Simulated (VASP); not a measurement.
# Hg (R-3m) in VASP: further runs

Hg is run at these levels: LDA; tasks: electric field gradients, density of states.

Program: VASP 6.6.1. These are calculated values, not measurements. Logs are shortened: lines on timing, memory, paths and dates and some standing lists are left out, and cuts for length are marked.

### Step 1. The cell of the first run

Symmetry: R-3m, No. 166, trigonal system. The conventional cell has a = 3.460 Å, b = 3.460 Å, c = 6.702 Å, α = 90.00°, β = 90.00°, γ = 120.00°. Hg (site symmetry -3m) has 12 Hg at 3.00 to 3.46 Å within 3.9 Å.

### Step 2. Electric field gradients, LDA

Contents of INCAR:

```
PREC = Accurate ; ENCUT = 520
EDIFF = 1E-8 ; ISMEAR = -1
SIGMA = 0.03 ; LREAL = False
LASPH = True ; NELM = 100
ALGO = Normal ; ISIF = 2
LWAVE = False ; LCHARG = False
GGA = CA ; LEFG = True
NBANDS = 12
```

Contents of KPOINTS:

```
regular mesh
0
Gamma
  12 12 12
```

Contents of POSCAR:

```
Hg
1.0
    1.7300004553      0.9988162286      2.2340000000
   -1.7300004553      0.9988162286      2.2340000000
    0.0000000000     -1.9976324571      2.2340000000
Hg
1
Direct
    0.0000000000      0.0000000000      0.0000000000
```

Potentials or basis: VASP PAW LDA potentials, release 64 (Hg).

Command:

```
$ cat potpaw_LDA.64/Hg/POTCAR > POTCAR
$ mpirun -np 1 vasp_std > vasp.out
```

OUTCAR:

```text
PREC = Accurate
   ENCUT = 520
   EDIFF = 1E-8
   ISMEAR = -1
   LREAL = False
   LASPH = True
   NELM = 100
   ISIF = 2
   GGA = CA

 ion  position               nearest neighbor table
   1  0.000  0.000  0.000-

  LATTYP: Found a trigonal (rhomboedric) cell.
 ALAT       =     2.9968802835
 COS(alpha) =     0.3335253405

  Lattice vectors:

 A1 = (   1.7300004553,   0.9988162286,   2.2340000000)
 A2 = (  -1.7300004553,   0.9988162286,   2.2340000000)
 A3 = (   0.0000000000,  -1.9976324571,   2.2340000000)

Analysis of symmetry for initial positions (statically):
=====================================================================
 Subroutine PRICEL returns:
 Original cell was already a primitive cell.

 Routine SETGRP: Setting up the symmetry group for a
 trigonal (rhombohedral) supercell.

 Subroutine GETGRP returns: Found 12 space group operations
 (whereof 12 operations were pure point group operations)
 out of a pool of 12 trial point group operations.

The static configuration has the point symmetry D_3d.

Analysis of symmetry for dynamics (positions and initial velocities):
=====================================================================
 Subroutine PRICEL returns:
 Original cell was already a primitive cell.

 Routine SETGRP: Setting up the symmetry group for a
 trigonal (rhombohedral) supercell.

 Subroutine GETGRP returns: Found 12 space group operations
 (whereof 12 operations were pure point group operations)
 out of a pool of 12 trial point group operations.

The dynamic configuration has the point symmetry D_3d.

 Subroutine INISYM returns: Found 12 space group operations
 (whereof 12 operations are pure point group operations),
 and found     1 'primitive' translations

----------------------------------------------------------------------------------------

                                     Primitive cell

  volume of cell :      23.1615

  direct lattice vectors                    reciprocal lattice vectors
     1.730000455  0.998816229  2.234000000     0.289017265  0.166864196  0.149209191
    -1.730000455  0.998816229  2.234000000    -0.289017265  0.166864196  0.149209191
     0.000000000 -1.997632457  2.234000000     0.000000000 -0.333728391  0.149209191

  length of vectors
[... 125 lines left out ...]

  energy without entropy =       -0.95875287  energy(sigma->0) =       -0.95942028

 E-fermi :   2.6053     XC(G=0): -11.2647

 val. band max:        2.5919888575   @ k =  -0.4167   0.2500   0.0833
 cond. band min:       2.6958520212   @ k =  -0.4167   0.4167   0.4167
 fundamental gap:      0.1038631637
 Fermi energy:         2.6052699119

 k-point     1 :       0.0000    0.0000    0.0000
  band No.  band energies     occupation
      1      -6.6617      2.00000
      2      -5.0527      2.00000
      3      -5.0527      2.00000
      4      -3.7236      2.00000
      5      -3.5446      2.00000
      6      -3.5446      2.00000
      7      14.9151      0.00000
      8      15.3322      0.00000
      9      15.3322      0.00000
     10      19.9383      0.00000
     11      21.1626      0.00000
     12      21.1626      0.00000
[... 331 lines left out ...]
 k-point    24 :      -0.4167    0.1667    0.0000
  band No.  band energies     occupation
      1      -5.3777      2.00000
      2      -4.8715      2.00000
      3      -3.9258      2.00000
      4      -3.7263      2.00000
      5      -3.3499      2.00000
      6      -0.0735      2.00000
      7       2.5080      1.92478
      8      11.0531      0.00000
      9      15.4076      0.00000
     10      18.6346      0.00000
     11      21.5043      0.00000
     12      22.6812      0.00000

 [... further k-points ...]

------------------------ aborting loop because EDIFF is reached ----------------------------------------

  FORCE on cell =-STRESS in cart. coord.  units (eV):
  Direction    XX          YY          ZZ          XY          YZ          ZX
  --------------------------------------------------------------------------------------
  -------------------------------------------------------------------------------------
  Total       -0.1120743     -0.1120743     -0.2364676      0.0000000     -0.0000000     -0.0000000
  in kB       -7.7526519     -7.7526519    -16.3574631      0.0000000     -0.0000000     -0.0000000
  external PRESSURE =     -10.6209223 kB  Pullay stress =       0.0000000 kB

 VOLUME and BASIS-vectors are now :
 -----------------------------------------------------------------------------
  energy-cutoff  :      520.00
  volume of cell :       23.16
      direct lattice vectors                 reciprocal lattice vectors
     1.730000455  0.998816229  2.234000000     0.289017265  0.166864196  0.149209191
    -1.730000455  0.998816229  2.234000000    -0.289017265  0.166864196  0.149209191
     0.000000000 -1.997632457  2.234000000     0.000000000 -0.333728391  0.149209191

 POSITION                                       TOTAL-FORCE (eV/Angst)
 -----------------------------------------------------------------------------------
      0.00000      0.00000      0.00000        -0.000000     -0.000000      0.000000
 -----------------------------------------------------------------------------------
    total drift:                                0.000000      0.000000      0.000000

  FREE ENERGIE OF THE ION-ELECTRON SYSTEM (eV)
  ---------------------------------------------------
  free  energy   TOTEN  =        -0.9600876931 eV

  energy  without entropy=       -0.9587528691  energy(sigma->0) =       -0.95942028

 Electric field gradients (V/A^2)
---------------------------------------------------------------------
 ion       V_xx      V_yy      V_zz      V_xy      V_xz      V_yz
---------------------------------------------------------------------
   1      74.552    74.552  -149.104     0.000    -0.000    -0.000
---------------------------------------------------------------------

 Electric field gradients after diagonalization (V/A^2)
 (convention: |V_zz| > |V_xx| > |V_yy|)
----------------------------------------------------------------------
 ion       V_xx      V_yy      V_zz     asymmetry (V_yy - V_xx)/ V_zz
----------------------------------------------------------------------
   1      74.552    74.552  -149.104       0.000
----------------------------------------------------------------------

           NMR quadrupolar parameters

 Cq : quadrupolar parameter    Cq=e*Q*V_zz/h
 eta: asymmetry parameters     (V_yy - V_xx)/ V_zz
 Q  : nuclear electric quadrupole moment in mb (millibarn)
----------------------------------------------------------------------
 ion       Cq(MHz)       eta       Q (mb)
----------------------------------------------------------------------
   1      -0.361       0.000       1.000
----------------------------------------------------------------------
```

OSZICAR:

```text
N       E                     dE             d eps       ncg     rms          rms(c)
DAV:   1     0.731950431727E+02    0.73195E+02   -0.66413E+03  4848   0.966E+02
DAV:   2     0.236681049089E+00   -0.72958E+02   -0.68209E+02  4936   0.230E+02
DAV:   3    -0.102390962688E+01   -0.12606E+01   -0.12597E+01  5436   0.333E+01
DAV:   4    -0.102513477666E+01   -0.12251E-02   -0.12251E-02  5032   0.109E+00
DAV:   5    -0.102513646457E+01   -0.16879E-05   -0.16876E-05  5440   0.388E-02    0.434E+00
DAV:   6    -0.967449245101E+00    0.57687E-01   -0.13137E-01  5328   0.411E+00    0.318E+00
DAV:   7    -0.960915870327E+00    0.65334E-02   -0.15356E-02  5392   0.115E+00    0.138E+00
DAV:   8    -0.960083182665E+00    0.83269E-03   -0.13770E-03  4824   0.521E-01    0.541E-02
DAV:   9    -0.960086684388E+00   -0.35017E-05   -0.30868E-06  5464   0.211E-02    0.131E-02
DAV:  10    -0.960087692713E+00   -0.10083E-05   -0.12395E-06  4892   0.137E-02    0.983E-04
DAV:  11    -0.960087693051E+00   -0.33856E-09   -0.13750E-08  5092   0.109E-03
   1 F= -.96008769E+00 E0= -.95942028E+00  d E =-.133482E-02
```

Wall time 17 s (1 thread of Intel Xeon Platinum 8375C at 2.90GHz (Ice Lake), shared host); peak memory 0.16 GiB.

Results:

```
Free energy            : -0.9601 eV
Pressure               : -1.1 GPa
Band gap on the k mesh : zero (band 6 reaches 3.90 eV, above the bottom of band 7 at 0.61 eV)
```

Stress tensor (GPa, compression positive):
```
-0.78  0.00  0.00
 0.00 -0.78  0.00
 0.00  0.00 -1.64
```

Levels at points of the mesh, in eV from the Fermi level:
| k point | band 3 | band 4 | band 5 | band 6 | band 7 | band 8 | band 9 | band 10 |
| --- | --- | --- | --- | --- | --- | --- | --- | --- |
| (0.00, 0.00, 0.00) | -7.66 | -6.33 | -6.15 | -6.15 | 12.31 | 12.73 | 12.73 | 17.33 |
| (0.50, 0.00, 0.00) | -6.34 | -6.21 | -5.82 | -2.08 | -1.99 | 12.48 | 12.73 | 17.32 |
| (0.50, 0.50, 0.00) | -6.06 | -5.87 | -5.34 | -0.11 | 0.89 | 4.78 | 10.06 | 10.25 |
| (0.50, 0.50, 0.50) | -7.25 | -5.44 | -5.44 | -0.15 | 1.39 | 9.45 | 9.45 | 11.15 |

Electric field gradients, principal values (V/Å²):
```tsv
atom	least	middle	greatest (by size)
1 Hg	74.552	74.552	-149.104
```

Caveat: without QUAD_EFG the Cq values of the log hold for a quadrupole moment of 1 mb, not for the nuclei; spin-orbit coupling is left out, which moves the levels of the heavy elements.

### Step 3. Density of states, LDA

POSCAR is that of step 2.

Contents of INCAR.step1:

```
ALGO = Normal ; EDIFF = 1E-6
ENCUT = 520 ; GGA = CA
ISIF = 2 ; ISMEAR = -1
LASPH = True ; LCHARG = True
LREAL = False ; LWAVE = False
NBANDS = 12 ; NELM = 60
PREC = Accurate ; SIGMA = 0.03
```

Contents of KPOINTS.step1:

```
k-points
0
Gamma
  12 12 12
```

Contents of INCAR.step2:

```
ALGO = Normal ; EDIFF = 1E-6
ENCUT = 520 ; GGA = CA
ICHARG = 11 ; ISIF = 2
ISMEAR = -5 ; LASPH = True
LCHARG = False ; LORBIT = 11
LREAL = False ; LWAVE = False
NEDOS = 1001 ; NELM = 60
PREC = Accurate ; SIGMA = 0.03
```

Contents of KPOINTS.step2:

```
k-points
0
Gamma
  18 18 18
```

Potentials or basis: VASP PAW LDA potentials, release 64 (Hg).

Command:

```
$ cat potpaw_LDA.64/Hg/POTCAR > POTCAR
$ cp INCAR.step1 INCAR
$ cp KPOINTS.step1 KPOINTS
$ mpirun -np 1 vasp_std > vasp.out
$ cp INCAR.step2 INCAR
$ cp KPOINTS.step2 KPOINTS
$ mpirun -np 1 vasp_std > vasp.out
```

OUTCAR:

```text
EDIFF = 1E-6
   ENCUT = 520
   GGA = CA
   ICHARG = 11
   ISIF = 2
   ISMEAR = -5
   LASPH = True
   LORBIT = 11
   LREAL = False
   NELM = 60
   PREC = Accurate

 ion  position               nearest neighbor table
   1  0.000  0.000  0.000-

  LATTYP: Found a trigonal (rhomboedric) cell.
 ALAT       =     2.9968802835
 COS(alpha) =     0.3335253405

  Lattice vectors:

 A1 = (   1.7300004553,   0.9988162286,   2.2340000000)
 A2 = (  -1.7300004553,   0.9988162286,   2.2340000000)
 A3 = (   0.0000000000,  -1.9976324571,   2.2340000000)

Analysis of symmetry for initial positions (statically):
=====================================================================
 Subroutine PRICEL returns:
 Original cell was already a primitive cell.

 Routine SETGRP: Setting up the symmetry group for a
 trigonal (rhombohedral) supercell.

 Subroutine GETGRP returns: Found 12 space group operations
 (whereof 12 operations were pure point group operations)
 out of a pool of 12 trial point group operations.

The static configuration has the point symmetry D_3d.

Analysis of symmetry for dynamics (positions and initial velocities):
[... 173 lines left out ...]
      7      14.9150      0.00000
      8      15.3322      0.00000
      9      15.3322      0.00000
     10      19.9382      0.00000
[... 287 lines left out ...]
 k-point    24 :      -0.2222    0.0556    0.0000
  band No.  band energies     occupation
      1      -5.7317      2.00000
      2      -4.9974      2.00000
      3      -4.4417      2.00000
      4      -3.6900      2.00000
      5      -3.6276      2.00000
      6      -3.4415      2.00000
      7       8.6248      0.00000
      8      13.9259      0.00000
      9      16.0921      0.00000
     10      20.1376      0.00000

 [... further k-points ...]

------------------------ aborting loop because EDIFF is reached ----------------------------------------

  FORCE on cell =-STRESS in cart. coord.  units (eV):
  Direction    XX          YY          ZZ          XY          YZ          ZX
  --------------------------------------------------------------------------------------
  -------------------------------------------------------------------------------------
  Total       -0.1068807     -0.1068807     -0.2177186      0.0000000     -0.0000000      0.0000000
  in kB       -7.3933910     -7.3933910    -15.0605157      0.0000000     -0.0000000      0.0000000
  external PRESSURE =      -9.9490992 kB  Pullay stress =       0.0000000 kB

 VOLUME and BASIS-vectors are now :
 -----------------------------------------------------------------------------
  energy-cutoff  :      520.00
  volume of cell :       23.16
      direct lattice vectors                 reciprocal lattice vectors
     1.730000455  0.998816229  2.234000000     0.289017265  0.166864196  0.149209191
    -1.730000455  0.998816229  2.234000000    -0.289017265  0.166864196  0.149209191
     0.000000000 -1.997632457  2.234000000     0.000000000 -0.333728391  0.149209191

 POSITION                                       TOTAL-FORCE (eV/Angst)
 -----------------------------------------------------------------------------------
      0.00000      0.00000      0.00000         0.000000     -0.000000      0.000000
 -----------------------------------------------------------------------------------
    total drift:                                0.000000      0.000000      0.000000

  FREE ENERGIE OF THE ION-ELECTRON SYSTEM (eV)
  ---------------------------------------------------
  free  energy   TOTEN  =        -0.9600151273 eV

  energy  without entropy=       -0.9600151273  energy(sigma->0) =       -0.96001513

 total charge

# of ion       s       p       d       tot
------------------------------------------
    1        0.878   0.284   9.316  10.477
```

OUTCAR.step1:

```text
EDIFF = 1E-6
   ENCUT = 520
   GGA = CA
   ISIF = 2
   ISMEAR = -1
   LASPH = True
[... 576 lines left out ...]

 POSITION                                       TOTAL-FORCE (eV/Angst)
 -----------------------------------------------------------------------------------
      0.00000      0.00000      0.00000         0.000000     -0.000000      0.000000
 -----------------------------------------------------------------------------------
    total drift:                                0.000000     -0.000000      0.000000

  FREE ENERGIE OF THE ION-ELECTRON SYSTEM (eV)
  ---------------------------------------------------
  free  energy   TOTEN  =        -0.9600876929 eV

  energy  without entropy=       -0.9587528691  energy(sigma->0) =       -0.95942028
```

It took 47 s on 1 thread of Intel Xeon Platinum 8375C at 2.90GHz (Ice Lake), shared host; peak memory 0.24 GiB.

Results:

```yaml
Valence_electrons_inside_the_program's_atomic_spheres: Hg 10.48
```

Caveat: spin-orbit coupling is left out, which moves the levels of the heavy elements; tetrahedron occupations give inexact forces and stress in metals.
